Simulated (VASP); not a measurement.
# ZnS (P6_3mc) in VASP: notebook, part 2 of 2

VASP 6.6.1. Earlier steps stand in the parts before.

### Step 5. Single point, PBE (c/a of the conventional cell at fixed volume 1.6392)

The input, INCAR:

```
SYSTEM = ZnS
  PREC = Accurate
  ENCUT = 520
  EDIFF = 1E-7
  ISMEAR = 0
  SIGMA = 0.05
  LREAL = .False.
  LASPH = .True.
  NELM = 60
  ALGO = Normal
  ISIF = 2
  LWAVE = .False.
  LCHARG = .False.
  GGA = PE
  NBANDS = 26
```

The input, KPOINTS:

```
Automatic mesh
0
Gamma
  9 9 4
  0 0 0
```

The input, POSCAR:

```
ZnS
1.0
    3.8455587367      0.0000000000      0.0000000000
   -1.9227793683      3.3303515577      0.0000000000
    0.0000000000      0.0000000000      6.3037246770
Zn S
2 2
Direct
    0.3333333333      0.6666666667      0.0052003725
    0.6666666667      0.3333333333      0.5052003725
    0.3333333333      0.6666666667      0.3930140371
    0.6666666667      0.3333333333      0.8930140371
```

Potentials or basis: VASP PAW PBE potentials, release 64 (Zn, S).

The run is started by

```bash
$ cat potpaw_PBE.64/Zn/POTCAR potpaw_PBE.64/S/POTCAR > POTCAR
$ mpirun -np 1 vasp_std > vasp.out
```

OUTCAR:

```text
SYSTEM = ZnS
   PREC = Accurate
   ENCUT = 520
   EDIFF = 1E-7
   ISMEAR = 0
   LREAL = .False.
   LASPH = .True.
   NELM = 60
   ISIF = 2
   GGA = PE

 ion  position               nearest neighbor table
   1  0.333  0.667  0.005-   4 2.33   4 2.33   4 2.33   3 2.44
   2  0.667  0.333  0.505-   3 2.33   3 2.33   3 2.33   4 2.44
   3  0.333  0.667  0.393-   2 2.33   2 2.33   2 2.33   1 2.44
   4  0.667  0.333  0.893-   1 2.33   1 2.33   1 2.33   2 2.44

  LATTYP: Found a hexagonal cell.
 ALAT       =     3.8455587367
 C/A-ratio  =     1.6392220503

[... 889 lines left out ...]

 [... further k-points ...]
[... 5 lines left out ...]
  --------------------------------------------------------------------------------------
  -------------------------------------------------------------------------------------
  Total        0.5899480      0.5899480     -0.5779669      0.0000000     -0.0000000      0.0000000
  in kB       11.7078603     11.7078603    -11.4700896      0.0000000     -0.0000000      0.0000000
  external PRESSURE =       3.9818770 kB  Pullay stress =       0.0000000 kB

 VOLUME and BASIS-vectors are now :
 -----------------------------------------------------------------------------
  energy-cutoff  :      520.00
  volume of cell :       80.73
      direct lattice vectors                 reciprocal lattice vectors
     3.845558737  0.000000000  0.000000000     0.260040236  0.150134300  0.000000000
    -1.922779368  3.330351558  0.000000000     0.000000000  0.300268600  0.000000000
     0.000000000  0.000000000  6.303724677     0.000000000  0.000000000  0.158636370

 POSITION                                       TOTAL-FORCE (eV/Angst)
 -----------------------------------------------------------------------------------
     -0.00000      2.22023      0.03278         0.000000      0.000000      0.361495
      1.92278      1.11012      3.18464        -0.000000      0.000000      0.361495
     -0.00000      2.22023      2.47745         0.000000      0.000000     -0.361495
      1.92278      1.11012      5.62931        -0.000000     -0.000000     -0.361495
 -----------------------------------------------------------------------------------
    total drift:                               -0.000000     -0.000000     -0.000251

  FREE ENERGIE OF THE ION-ELECTRON SYSTEM (eV)
  ---------------------------------------------------
  free  energy   TOTEN  =       -13.6614135091 eV

  energy  without entropy=      -13.6614135091  energy(sigma->0) =      -13.66141351
```

OSZICAR:

```text
N       E                     dE             d eps       ncg     rms          rms(c)
DAV:   1     0.242518991455E+03    0.24252E+03   -0.17164E+04  1872   0.166E+03
DAV:   2     0.989978288012E+01   -0.23262E+03   -0.22229E+03  1936   0.348E+02
DAV:   3    -0.139467997459E+02   -0.23847E+02   -0.23626E+02  2300   0.111E+02
DAV:   4    -0.145130641214E+02   -0.56626E+00   -0.56499E+00  2142   0.172E+01
DAV:   5    -0.145221234716E+02   -0.90594E-02   -0.90565E-02  2248   0.213E+00    0.943E+00
DAV:   6    -0.136704313764E+02    0.85169E+00   -0.16512E+00  2836   0.365E+01    0.729E+00
DAV:   7    -0.136659908272E+02    0.44405E-02   -0.11773E+00  1982   0.636E+00    0.338E+00
DAV:   8    -0.136603920545E+02    0.55988E-02   -0.35035E-02  2332   0.188E+00    0.922E-01
DAV:   9    -0.136610207364E+02   -0.62868E-03   -0.82463E-03  2510   0.135E+00    0.219E-01
DAV:  10    -0.136611880686E+02   -0.16733E-03   -0.65557E-04  2150   0.332E-01    0.894E-02
DAV:  11    -0.136614105171E+02   -0.22245E-03   -0.36003E-04  1936   0.125E-01    0.527E-02
DAV:  12    -0.136614100660E+02    0.45112E-06   -0.13307E-05  2288   0.329E-02    0.116E-02
DAV:  13    -0.136614134488E+02   -0.33828E-05   -0.55052E-06  1938   0.154E-02    0.215E-03
DAV:  14    -0.136614135091E+02   -0.60267E-07   -0.46758E-07  2294   0.143E-02
   1 F= -.13661414E+02 E0= -.13661414E+02  d E =-.101271E-10
```

It took 57 s on 1 thread of Intel Xeon Platinum 8259CL at 2.50GHz (Skylake/Cascade Lake), shared host; peak memory 0.22 GiB.

What came out:

| Property | Result |
| --- | --- |
| Free energy | -13.6614 eV |
| Pressure | 0.4 GPa |
| Largest force | 0.361 eV/Å |
| Band gap on the k mesh | 2.11 eV, direct |

Forces on the atoms (eV/Å):
```
Zn   0.000  0.000  0.361
Zn   0.000  0.000  0.361
S    0.000  0.000 -0.361
S    0.000  0.000 -0.361
```

Stress tensor (GPa, compression positive):
```
 1.17  0.00  0.00
 0.00  1.17  0.00
 0.00  0.00 -1.15
```

### Step 6. Single point, PBE (c/a of the conventional cell at fixed volume 1.5299)

The input, INCAR:

```
  ALGO = Normal
  EDIFF = 1E-6
  ENCUT = 520
  GGA = PE
  ISIF = 2
  ISMEAR = 0
  LASPH = True
  LCHARG = False
  LREAL = False
  LWAVE = False
  NBANDS = 26
  NELM = 60
  PREC = Accurate
  SIGMA = 0.05
```

The input, KPOINTS:

```
k-points
0
Gamma
  9 9 4
```

The input, POSCAR:

```
ZnS
1.0
    3.9350570224      0.0000000000      0.0000000000
   -1.9675285112      3.4078593468      0.0000000000
    0.0000000000      0.0000000000      6.0202437386
Zn S
2 2
Direct
    0.3333333333      0.6666666667      0.0052003725
    0.6666666667      0.3333333333      0.5052003725
    0.3333333333      0.6666666667      0.4062443104
    0.6666666667      0.3333333333      0.9062443104
```

Potentials or basis: VASP PAW PBE potentials, release 64 (Zn, S).

The run is started by

```bash
$ cat potpaw_PBE.64/Zn/POTCAR potpaw_PBE.64/S/POTCAR > POTCAR
$ mpirun -np 1 vasp_std > vasp.out
```

Run time: 57 s. Hardware: 1 thread of Intel Xeon Platinum 8259CL at 2.50GHz (Skylake/Cascade Lake), shared host; peak memory 0.22 GiB.

The run converged. Its results:

```
Free energy            : -13.5893 eV
Pressure               : 0.1 GPa
Largest force          : 0.360 eV/Å
Band gap on the k mesh : 1.94 eV, direct
```

Forces on the atoms (eV/Å):
```
Zn   0.000  0.000  0.360
Zn   0.000  0.000  0.360
S    0.000  0.000 -0.360
S    0.000  0.000 -0.360
```

Stress tensor (GPa, compression positive):
```
-1.03  0.00  0.00
 0.00 -1.03  0.00
 0.00  0.00  2.26
```

Levels at points of the mesh, in eV from the valence-band top:
| k point | band 14 | band 15 | band 16 | band 17 | band 18 | band 19 | band 20 | band 21 | band 22 | band 23 |
| --- | --- | --- | --- | --- | --- | --- | --- | --- | --- | --- |
| (0.00, 0.00, 0.00) | -1.19 | -1.19 | -0.27 | -0.27 | 0.00 | 1.94 | 2.15 | 5.88 | 5.88 | 7.27 |
| (0.00, 0.00, 0.50) | -2.60 | -0.75 | -0.75 | -0.75 | -0.75 | 2.97 | 2.97 | 6.28 | 6.28 | 6.28 |

 A k mesh can miss the band edges.

### Step 7. Overview

```tsv
cell	gap on the mesh (eV)	pressure (GPa)	largest force (eV/Å)
a = 4.142, b = 4.142, c = 5.432 Å, angles 90.0, 90.0, 120.0°, 4 atoms	1.32	2.6	1.07
a = 3.846, b = 3.846, c = 6.304 Å, angles 90.0, 90.0, 120.0°, 4 atoms	2.11	0.4	0.36
a = 3.619, b = 3.619, c = 7.119 Å, angles 90.0, 90.0, 120.0°, 4 atoms	1.81	8.1	0.76
a = 3.935, b = 3.935, c = 6.020 Å, angles 90.0, 90.0, 120.0°, 4 atoms	1.94	0.1	0.36
```

Some of these runs hold the atoms at other places in the same cell, which the table doesn't show; runs alike in all that it shows share one row.

Alike in all rows: task single point; level PBE; potentials or basis VASP PAW PBE potentials, release 64 (Zn, S); no spin polarisation; k mesh 9 × 9 × 4; cutoff (eV) 520; smearing gaussian 0.05 eV.

Caveats: forces of over 1 eV/Å act on the atoms, so gaps and moduli don't describe the material at rest (some runs).

Total energies depend on the potentials used, so only differences within one code and one set of settings carry meaning.
